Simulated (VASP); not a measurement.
Set up this calculation in VASP 6.6.1, as the native input.

```
Task                   : single point
Functional             : PBE
Potentials or basis    : VASP PAW PBE potentials, release 64 (Sn_d, Ge_d, Cl)
Cutoff                 : 520 eV
k mesh                 : 4 × 4 × 4
Occupations            : gaussian, width 0.1 eV
Spin                   : no spin polarisation
Dipole correction      : no
Further INCAR settings : ALGO = Normal; EDIFF = 1e-06; NBANDS = 40
```

The structure of Sn3GeCl lies in POSCAR:

```
Sn3GeCl
1.0
    5.4024020724      0.0000000000      0.0000000000
    0.0000000000      5.4024020724      0.0000000000
    0.0000000000      0.0000000000      5.4024020724
Sn Ge Cl
3 1 1
Direct
    0.0000000000      0.5000000000      0.5000000000
    0.5000000000      0.0000000000      0.5000000000
    0.5000000000      0.5000000000      0.0000000000
    0.0000000000      0.0000000000      0.0000000000
    0.5000000000      0.5000000000      0.5000000000
```

The cell was built from a structure type or drawn by symmetry, and may not be a known phase.

These files were run (other wordings do the same):

INCAR

```
SYSTEM = Sn3GeCl
ALGO     = Normal         ! electronic algorithm
EDIFF    = 1E-6           ! SCF threshold, eV
ENCUT    = 520            ! plane-wave cutoff, eV
GGA      = PE             ! functional
ISIF     = 2              ! what is computed and relaxed
ISMEAR   = 0              ! smearing method
LASPH    = .TRUE.         ! aspherical terms in the spheres
LCHARG   = .TRUE.         ! write CHGCAR
LELF     = .TRUE.         ! ELF
LREAL    = .FALSE.        ! projectors in reciprocal space
LVHAR    = .TRUE.       
LWAVE    = .FALSE.        ! write WAVECAR
NBANDS   = 40             ! bands
NELM     = 60             ! most SCF steps
PREC     = Accurate       ! precision mode
SIGMA    = 0.1            ! smearing width, eV
```

KPOINTS

```
k-points
0
G
  4 4 4
  0 0 0
```

Potentials or basis: VASP PAW PBE potentials, release 64 (Sn_d, Ge_d, Cl).

The run is started by

```sh
$ cat potpaw_PBE.64/Sn_d/POTCAR potpaw_PBE.64/Ge_d/POTCAR potpaw_PBE.64/Cl/POTCAR > POTCAR
$ mpirun -np 1 vasp_std > vasp.out
```

It gave:

```
Pressure               : 0.0 GPa
Band gap on the k mesh : zero (an odd number of electrons rules out a gap without spin polarisation)
```

Caveat: spin-orbit coupling is left out, which moves the levels of the heavy elements; an odd number of electrons without spin polarisation forces a metal; a magnetic or distorted state may lie lower.

Run time: 43 s on 1 thread of AMD EPYC 7R13 Processor (Zen 3), with other jobs on the host, peak memory 0.23 GiB.
